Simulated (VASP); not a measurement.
# H6C2O in VASP: further runs

H6C2O is run at these levels: PBE+D3(BJ); tasks: single point.

Everything below comes from runs of VASP 6.6.1. Logs are shortened: lines on timing, memory, paths and dates and some standing lists are left out, and cuts for length are marked.

## 1. The cell of the first run

The cell holds an amorphous packing of atoms, 36 atoms: a = 7.294 Å, b = 7.294 Å, c = 7.294 Å, α = 90.00°, β = 90.00°, γ = 90.00°.

## 2. Single point, PBE+D3(BJ)

Contents of INCAR:

```
SYSTEM = H6C2O
ALGO = Normal
EDIFF = 1E-6
ENCUT = 520
GGA = PE
ISIF = 2
ISMEAR = -1
IVDW = 12
LASPH = .True.
LCHARG = .True.
LELF = .True.
LREAL = Auto
LVHAR = .True.
LWAVE = .False.
NBANDS = 64
NELM = 100
PREC = Accurate
SIGMA = 0.02
```

Contents of KPOINTS:

```
k-points
0
Gamma
  1 1 1
  0 0 0
```

Contents of POSCAR:

```
H6C2O
1.0
    7.2936330000      0.0000000000      0.0000000000
    0.0000000000      7.2936330000      0.0000000000
    0.0000000000      0.0000000000      7.2936330000
C O H
8 4 24
Direct
    0.4685456480     -0.0017960871      0.1773464609
    0.4639800220      0.1543263830      0.0450941252
    0.4511194901      0.6567646055      0.6399554241
    0.3331810087      0.5603928797      0.4983798883
    1.0043691532      0.1104387896      0.5681804939
    0.8727475046      0.2508352148      0.4873428647
    0.8822078106      0.7416057265      0.9554634844
    0.9343628888      0.5399366818      0.9526253926
    0.3368691570      0.2843164716      0.1178150861
    0.4003903130      0.3872555693      0.4606346385
    0.7200115498      0.2628868220      0.6194306733
    0.7966948707      0.4168978615      0.9522552067
    0.3764790469      0.4054632307      0.0582425795
    0.5917489953      0.2135424143      0.0093506213
    0.4143476920      0.1113848202     -0.0889817187
    0.4652002644      0.0534850053      0.3168105661
    0.3540211031     -0.0990864224      0.1596049596
    0.5921328918     -0.0792197798      0.1542029877
    0.3603279737      0.3474125995      0.3365949452
    0.2020529412      0.5557175690      0.5589121361
    0.3196212368      0.6508279207      0.3835811317
    0.3933567812      0.7908404495      0.6677604974
    0.4661188738      0.5851953341      0.7807768776
    0.5855243882      0.6657998833      0.5687563386
    0.6104639485      0.3063905190      0.5551143031
    0.9543392161      0.3840061599      0.4884945541
    0.8158485627      0.2033417366      0.3484271830
    1.1068832227      0.0887349281      0.4700401021
    1.0601849586      0.1682563408      0.6914661048
    0.9352129453     -0.0204973297      0.5844686729
    0.7803244282      0.3727086351      0.8246918922
    1.0308442994      0.5065651096      0.8272009299
    1.0193136946      0.5113912367      1.0760481094
    0.9843242730      0.8121329933      1.0443492290
    0.8525929396      0.8075947885      0.8171922004
    0.7506410043      0.7311993899      1.0306523512
```

Potentials or basis: VASP PAW PBE potentials, release 64 (C, O, H).

Command:

```bash
$ cat potpaw_PBE.64/C/POTCAR potpaw_PBE.64/O/POTCAR potpaw_PBE.64/H/POTCAR > POTCAR
$ mpirun -np 1 vasp_gam > vasp.out
```

OUTCAR:

```text
SYSTEM = H6C2O
   EDIFF = 1E-6
   ENCUT = 520
   GGA = PE
   ISIF = 2
   ISMEAR = -1
   IVDW = 12
   LASPH = .True.
   LREAL = Auto
   NELM = 100
   PREC = Accurate
 IVDW          = 12

 ion  position               nearest neighbor table
   1  0.469  0.998  0.177-  18 1.08  16 1.09  17 1.10   2 1.49
   2  0.464  0.154  0.045-  14 1.06  15 1.09   9 1.43   1 1.49
   3  0.451  0.657  0.640-  22 1.08  24 1.11  23 1.16   4 1.52
   4  0.333  0.560  0.498-  20 1.05  21 1.07  10 1.38   3 1.52
   5  0.004  0.110  0.568-  28 1.05  29 1.07  30 1.09   6 1.52
   6  0.873  0.251  0.487-  26 1.14  27 1.15  11 1.48   5 1.52
   7  0.882  0.742  0.955-  36 1.11  34 1.11  35 1.14   8 1.52
   8  0.934  0.540  0.953-  33 1.11  32 1.18  12 1.35   7 1.52
   9  0.337  0.284  0.118-  13 1.03   2 1.43
  10  0.400  0.387  0.461-  19 0.99   4 1.38
  11  0.720  0.263  0.619-  25 0.98   6 1.48
  12  0.797  0.417  0.952-  31 0.99   8 1.35
  13  0.376  0.405  0.058-   9 1.03
  14  0.592  0.214  0.009-   2 1.06
  15  0.414  0.111  0.911-   2 1.09
  16  0.465  0.053  0.317-   1 1.09
  17  0.354  0.901  0.160-   1 1.10
[... 17 lines left out ...]
  35  0.853  0.808  0.817-   7 1.14
  36  0.751  0.731  0.031-   7 1.11

  LATTYP: Found a simple cubic cell.
 ALAT       =     7.2936330000

  Lattice vectors:

 A1 = (   7.2936330000,   0.0000000000,   0.0000000000)
 A2 = (   0.0000000000,   7.2936330000,   0.0000000000)
 A3 = (   0.0000000000,   0.0000000000,   7.2936330000)

Analysis of symmetry for initial positions (statically):
=====================================================================
 Subroutine PRICEL returns:
 Original cell was already a primitive cell.

 Routine SETGRP: Setting up the symmetry group for a
 simple cubic supercell.

 Subroutine GETGRP returns: Found  1 space group operations
 (whereof  1 operations were pure point group operations)
 out of a pool of 48 trial point group operations.

The static configuration has the point symmetry C_1 .

Analysis of symmetry for dynamics (positions and initial velocities):
=====================================================================
 Subroutine PRICEL returns:
 Original cell was already a primitive cell.

 Routine SETGRP: Setting up the symmetry group for a
 simple cubic supercell.

 Subroutine GETGRP returns: Found  1 space group operations
 (whereof  1 operations were pure point group operations)
 out of a pool of 48 trial point group operations.

The dynamic configuration has the point symmetry C_1 .
[... 147 lines left out ...]
   IBRION =     -1    ionic relax: 0-MD 1-quasi-New 2-CG
   NFREE  =      0    steps in history (QN), initial steepest desc. (CG)
   ISIF   =      2    stress and relaxation
   ISYM   =      2    0-nonsym 1-usesym 2-fastsym
   POTIM  = 0.5000    time-step for ionic-motion
   TEBEG  =    0.0;   TEEND  =   0.0 temperature during run
   PSTRESS=    0.0 pullay stress
   NELECT =      80.0000    total number of electrons
   NUPDOWN=      -1.0000    fix difference up-down
   EMIN   =  10.00;   EMAX   =-10.00  energy-range for DOS
   EFERMI =   0.00;   METHOD = LEGACY
   ISMEAR =    -1;   SIGMA  =   0.02  broadening in eV -4-tet -1-fermi 0-gaus
   EFERMI_NEDOS =   21; number of points for ismear=-14 and -15
   IALGO  =     38    algorithm
   IMIX   =      4    mixing-type and parameters
     AMIX     =   0.40;   BMIX     =  1.00
     AMIX_MAG =   1.60;   BMIX_MAG =  1.00
  volume/ion in A,a.u.               =      10.78        72.73
  Fermi-wavevector in a.u.,A,eV,Ry     =   0.967151  1.827650 12.726630  0.935381
  Thomas-Fermi vector in A             =   2.097013
   LORBIT       =      0    0 simple, 1 ext, 2 COOP (PROOUT), +10 PAW based schemes
   GGA     = PE    functional components
   LHFCALC =     F    Hartree Fock is set to
   AEXX    =    0.0000 exact exchange contribution
   IVDW    =    12    specifies the selected vdW correction
   LEPSILON=     F    determine dielectric tensor
   LRPA    =     F    only Hartree local field effects (RPA)
 non-spin polarized calculation
  energy-cutoff  :      520.00
  volume of cell :      388.00
 maximum number of plane-waves:      5198
 NGX is ok and might be reduce to    54
   NGX = 27   NGY = 27   NGZ = 27

 number of electron      79.9999997 magnetization

 Free energy of the ion-electron system (eV)
  ---------------------------------------------------
  ext. energy  EPLUGINS =         0.00000000
  ---------------------------------------------------
  free energy    TOTEN  =      -187.21262625 eV

  energy without entropy =     -187.21262625  energy(sigma->0) =     -187.21262625

 E-fermi :  -2.3227     XC(G=0):  -6.4573

 val. band max:       -2.8110974675   @ k =   0.0000   0.0000   0.0000
 cond. band min:       1.8428915629   @ k =   0.0000   0.0000   0.0000
 fundamental gap:      4.6539890304
 Fermi energy:        -2.3226850992

 k-point     1 :       0.0000    0.0000    0.0000
  band No.  band energies     occupation
      1     -23.0035      2.00000
      2     -22.5923      2.00000
      3     -22.5676      2.00000
      4     -21.8589      2.00000
      5     -15.6797      2.00000
      6     -15.5774      2.00000
[... 44 lines left out ...]
     51       5.1361      0.00000
     52       5.3363      0.00000
 [bands above 52 left out]

------------------------ aborting loop because EDIFF is reached ----------------------------------------

 Edisp (eV)   -1.29895

 E8    (eV) :    -0.2823

  FORCE on cell =-STRESS in cart. coord.  units (eV):
  Direction    XX          YY          ZZ          XY          YZ          ZX
  --------------------------------------------------------------------------------------
  -------------------------------------------------------------------------------------
  Total       6.76321     5.14107    -4.39500    -0.95048     1.28783    -0.20509
  in kB      27.92748    21.22915   -18.14838    -3.92484     5.31785    -0.84689
  external pressure =       10.34 kB  Pullay stress =        0.00 kB

 VOLUME and BASIS-vectors are now :
 -----------------------------------------------------------------------------
  energy-cutoff  :      520.00
  volume of cell :      388.00
      direct lattice vectors                 reciprocal lattice vectors
     7.293633000  0.000000000  0.000000000     0.137105884  0.000000000  0.000000000
     0.000000000  7.293633000  0.000000000     0.000000000  0.137105884  0.000000000
     0.000000000  0.000000000  7.293633000     0.000000000  0.000000000  0.137105884

 POSITION                                       TOTAL-FORCE (eV/Angst)
 -----------------------------------------------------------------------------------
      3.41740      7.28053      1.29350        -0.137722     -0.391222      0.033059
      3.38410      1.12560      0.32890        -1.126389     -0.962890     -0.487550
      3.29030      4.79020      4.66760         0.929768     -0.787353      0.447373
      2.43010      4.08730      3.63500         0.409643      0.805250      1.686154
      0.03187      0.80550      4.14410        -1.493616      0.313147     -0.511842
      6.36550      1.82950      3.55450        -0.421857     -0.221103      0.465669
[... 28 lines left out ...]
      6.21850      5.89030      5.96030         0.470158     -0.424500      1.153424
      5.47490      5.33310      0.22357         0.106023      0.636622     -0.007641
 -----------------------------------------------------------------------------------
    total drift:                               -0.012907      0.016477      0.004917

  FREE ENERGIE OF THE ION-ELECTRON SYSTEM (eV)
  ---------------------------------------------------
  free  energy   TOTEN  =      -188.5115769085 eV

  energy  without entropy=     -188.5115769085  energy(sigma->0) =     -188.51157691
```

stdout:

```text
POSCAR found type information on POSCAR C O H
 POSCAR found :  3 types and      36 ions
 scaLAPACK will be used
 LDA part: xc-table for (Slater+PW92), standard interpolation
 POSCAR, INCAR and KPOINTS ok, starting setup
 FFT: planning ... GRIDC
 FFT: planning ... GRID_SOFT
 FFT: planning ... GRID
 WAVECAR not read
 entering main loop
```

Run time: 32 s. Hardware: 1 thread of Intel Xeon 6975P-C (Granite Rapids), shared host; peak memory 0.35 GiB.

Results:

* Free energy: -188.5116 eV
* Pressure: 1.0 GPa
* Largest force: 4.120 eV/Å
* Band gap on the k mesh: 4.65 eV
* Dispersion energy per atom: -0.036 eV

Forces on the atoms (eV/Å):
```
C   -0.138 -0.391  0.033
C   -1.126 -0.963 -0.488
C    0.930 -0.787  0.447
C    0.410  0.805  1.686
C   -1.494  0.313 -0.512
C   -0.422 -0.221  0.466
C   -0.716 -0.100 -0.033
C    3.891  0.548 -1.238
O    0.397  2.948 -0.999
O    0.474 -1.015 -0.358
O    0.925  0.050 -0.446
O   -2.239 -1.467 -0.378
H   -0.902 -1.582  0.843
H    1.318  0.640  0.543
H   -0.456 -0.408 -0.500
H    0.165 -0.216  0.211
H   -0.065  0.286  0.060
H    0.616 -0.409  0.182
H    0.154 -0.230 -0.110
H   -2.012 -0.417  0.507
H    0.173  0.433 -1.195
H    0.046  0.552  0.000
H   -0.118  0.388 -1.583
H    0.069  0.352  0.812
H   -0.433  0.318 -0.170
H   -0.971 -0.577 -0.652
H    0.644  0.820  1.022
H    1.673 -0.213 -1.053
H    0.369 -0.161  0.812
H   -0.188 -0.254  0.462
H   -0.498 -0.263  0.010
H   -0.659  0.547  1.261
H    0.014  0.150 -0.133
H   -0.410  0.312 -0.656
H    0.470 -0.424  1.153
H    0.106  0.637 -0.008
```

Levels at points of the mesh, in eV from the valence-band top:
```
           k point  band 37  band 38  band 39  band 40  band 41  band 42  band 43  band 44
(0.00, 0.00, 0.00)    -0.67    -0.43    -0.28     0.00     4.65     5.78     6.34     6.47
```

Caveat: the k points lie up to 0.86 Å⁻¹ apart.

## 3. Single point, PBE+D3(BJ)

Contents of INCAR:

```
ALGO     = Normal         # electronic algorithm
EDIFF    = 1E-6           # SCF threshold, eV
ENCUT    = 910            # plane-wave cutoff, eV
GGA      = PE             # functional
GGA_COMPAT= F            
ISIF     = 2              # what is computed and relaxed
ISMEAR   = -1             # smearing method
IVDW     = 12             # dispersion correction
LASPH    = T              # aspherical terms in the spheres
LCHARG   = T              # write CHGCAR
LELF     = T              # ELF
LREAL    = Auto         
LVHAR    = T            
LWAVE    = F              # write WAVECAR
NBANDS   = 64             # bands
NELM     = 120            # most SCF steps
PREC     = Accurate       # precision mode
SIGMA    = 0.02           # smearing width, eV
```

Contents of KPOINTS:

```
k-points
0
Gamma
  1 1 1
```

Contents of POSCAR:

```
H6C2O
1.0
    7.2936330000      0.0000000000      0.0000000000
    0.0000000000      7.2936330000      0.0000000000
    0.0000000000      0.0000000000      7.2936330000
C O H
8 4 24
Direct
    0.3855861024      0.0014499561      0.1841517255
    0.3921158358      0.1950303413      0.1100679766
    0.5170636516      0.6895272854      0.6397107334
    0.3590364268      0.5556592047      0.6597165163
    0.9621135693      0.0121587332      0.4897921114
    0.8481900888      0.1837733288      0.5216608165
    0.8645046353      0.9279036242      0.9763370019
    0.8944449954      0.7272570318      1.0221784661
    0.2335501078      0.2931863693      0.1754823591
    0.3974301203      0.3994235239      0.5451277112
    0.6709404051      0.1312981827      0.5840404871
    0.7294665561      0.6559158100      1.1024783640
    0.2577552516      0.4231410697      0.1606500067
    0.5184417214      0.2639369335      0.1574506491
    0.3939446568      0.1943660231     -0.0415648773
    0.4959170844     -0.0826157983      0.1256708957
    0.4031339209      0.0015952335      0.3336991916
    0.2537181250     -0.0633600744      0.1503512394
    0.2833659807      0.3351505921      0.5172102496
    0.3431589139      0.5120721206      0.8048398592
    0.2284126033      0.6198379917      0.6159040610
    0.4965586303      0.8099758783      0.7278165019
    0.6478172757      0.6244413071      0.6806929355
    0.5307214231      0.7361981310      0.4966384070
    0.5891358113      0.2383916988      0.5797869915
    0.9169626086      0.2738746590      0.6247748953
    0.8393032857      0.2631320091      0.3916004103
    1.0968275880      0.0479866065      0.4305342104
    0.9837457271     -0.0633391349      0.6191591172
    0.8908768760     -0.0799873506      0.3925966808
    0.7514569081      0.5277520907      1.1309649379
    0.9303326896      0.6491607234      0.8965196997
    1.0106081217      0.7125398523      1.1196461264
    0.9930926085      0.9895308966      0.9276061864
    0.7603162890      0.9452356020      0.8689493149
    0.8206931046      1.0041793477      1.0986320404
```

Potentials or basis: VASP PAW PBE potentials, release 64 (C_h, O_h, H_h).

Command:

```bash
$ cat potpaw_PBE.64/C_h/POTCAR potpaw_PBE.64/O_h/POTCAR potpaw_PBE.64/H_h/POTCAR > POTCAR
$ mpirun -np 1 vasp_gam > vasp.out
```

Run time: 2.2 min. Hardware: 1 thread of Intel Xeon Platinum 8488C (Sapphire Rapids), shared host; peak memory 0.68 GiB.

It converged, with:

```yaml
Free_energy: -189.6108 eV
Pressure: -0.9 GPa
Largest_force: 0.291 eV/Å
Band_gap_on_the_k_mesh: 4.50 eV
Dispersion_energy_per_atom: -0.036 eV
```

Forces on the atoms (eV/Å):
```
C    0.010 -0.030 -0.022
C    0.067 -0.040 -0.017
C    0.046 -0.040 -0.024
C    0.053  0.107  0.040
C    0.135 -0.177 -0.045
C    0.080  0.093 -0.015
C   -0.032 -0.031  0.029
C    0.133  0.039 -0.047
O   -0.049  0.065  0.039
O   -0.247 -0.114  0.027
O    0.029  0.093  0.020
O    0.060 -0.071  0.001
H    0.007 -0.029 -0.006
H   -0.019 -0.002 -0.015
H   -0.001  0.008  0.011
H   -0.041  0.031  0.013
H   -0.008 -0.011 -0.002
H    0.039  0.023  0.015
H    0.239  0.092 -0.062
H    0.006  0.023 -0.172
H    0.121 -0.037  0.043
H    0.016 -0.049 -0.071
H   -0.199  0.068 -0.030
H   -0.021 -0.044  0.192
H   -0.053 -0.034 -0.020
H   -0.083 -0.108 -0.166
H   -0.008 -0.090  0.152
H   -0.248 -0.070  0.108
H   -0.007  0.151 -0.249
H    0.125  0.158  0.193
H   -0.065  0.024  0.030
H   -0.027  0.063  0.101
H   -0.104  0.003 -0.068
H   -0.049 -0.023  0.007
H    0.070  0.004  0.062
H    0.024 -0.047 -0.051
```

Stress tensor (GPa, compression positive):
```
-1.07  0.02 -0.09
 0.02 -0.88  0.03
-0.09  0.03 -0.85
```

Levels at points of the mesh, in eV from the valence-band top:
| k point | band 37 | band 38 | band 39 | band 40 | band 41 | band 42 | band 43 | band 44 |
| --- | --- | --- | --- | --- | --- | --- | --- | --- |
| (0.00, 0.00, 0.00) | -0.79 | -0.52 | -0.48 | 0.00 | 4.50 | 5.88 | 5.94 | 6.38 |

Caveat: the k points lie up to 0.86 Å⁻¹ apart; the cutoff is under 1.25 times the usual one of these potentials, so pressure, stress and relaxed cells hold a basis-set (Pulay) error.
